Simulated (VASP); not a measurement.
Runs of VASP 6.6.1 on Sb. The structure is that of space group Fm-3m (No. 225), or close to it. The cells are those of the table. 

```tsv
task	cell	k mesh	cutoff (eV)	gap on the mesh (eV)	pressure (GPa)
single point	a = 3.329 Å, angles 60.0°, 1 atom	13 × 13 × 13	520	none	2.6
single point	a = 3.419 Å, angles 60.0°, 1 atom	13 × 13 × 13	520	none	(a)
single point	a = 3.505 Å, angles 60.0°, 1 atom	13 × 13 × 13	520	none	-5.4
single point	a = 3.463 Å, angles 60.0°, 1 atom	13 × 13 × 13	520	none	-4.0
relaxation of cell and atoms	relaxed from a = 3.375 Å, angles 60.0°, 1 atom	11 × 11 × 11	600	none	0.0
```

Alike in all rows: level r2SCAN; potentials or basis VASP PAW PBE potentials, release 64 (Sb); no spin polarisation; smearing fermi-dirac 0.1 eV.

Question: Fill in the values left out.

Answer: (a) -2.3.

Caveats: the PAW data sets were made with another functional, which shifts forces and pressure a little; spin-orbit coupling is left out, which moves the levels of the heavy elements.

A k mesh can miss the band edges, and the runs leave out spin-orbit coupling on Sb.

A gap of «none» marks levels without a gap at the run's occupations.
